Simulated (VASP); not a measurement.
Write the native input for VASP 6.6.1 that does the following.

```
Task                   : single point
Functional             : PBE
Potentials or basis    : VASP PAW PBE potentials, release 64 (In_d, Cu_sv_GW, O)
Cutoff                 : 820 eV
k mesh                 : 6 × 6 × 6
Occupations            : gaussian, width 0.1 eV
Spin                   : collinear spin
Starting moments       : [0.0, 1.0, 0.0] μB
Dipole correction      : no
Further INCAR settings : ALGO = Normal; EDIFF = 1e-06; NBANDS = 30
```

The structure of InCuO lies in POSCAR:

```
InCuO
1.0
    3.4674305989     -0.0000000025      0.0000000000
   -1.7337152973      3.0028829857      0.0000000000
    0.0000000000      0.0000000000      4.4517583307
In Cu O
1 1 1
Direct
    0.0000000000      0.0000000000      0.0000000000
    0.6666666667      0.3333333333      0.5000000000
    0.3333333333      0.6666666667      0.5000000000
```

The cell was generated, and may not be a known phase.

One way to write it, as run:

INCAR

```
SYSTEM = InCuO
ALGO = Normal
EDIFF = 1E-6
ENCUT = 820
GGA = PE
GGA_COMPAT = .False.
ISIF = 2
ISMEAR = 0
ISPIN = 2
LASPH = .True.
LCHARG = .False.
LMAXMIX = 4
LORBIT = 11
LREAL = .False.
LWAVE = .False.
MAGMOM = 0 1 0
NBANDS = 30
NELM = 200
PREC = Accurate
SIGMA = 0.1
```

KPOINTS

```
k-points
0
Gamma
  6 6 6
  0 0 0
```

Potentials or basis: VASP PAW PBE potentials, release 64 (In_d, Cu_sv_GW, O).

Run with:

```sh
$ cat potpaw_PBE.64/In_d/POTCAR potpaw_PBE.64/Cu_sv_GW/POTCAR potpaw_PBE.64/O/POTCAR > POTCAR
$ mpirun -np 1 vasp_std > vasp.out
```

It gave:

| Property | Result |
| --- | --- |
| Pressure | -0.4 GPa |
| Band gap on the k mesh | zero (filled and empty bands overlap) |
| Net moment | 0.00 μB per cell |
| Valence electrons inside the program's atomic spheres | In 11.27; Cu 17.50; O 4.89 |

Caveat: spin-orbit coupling is left out, which moves the levels of the heavy elements.

Wall time 2.2 min on 1 thread of AMD EPYC 7R13 Processor (Zen 3) (shared host), peak memory 0.3 GiB.
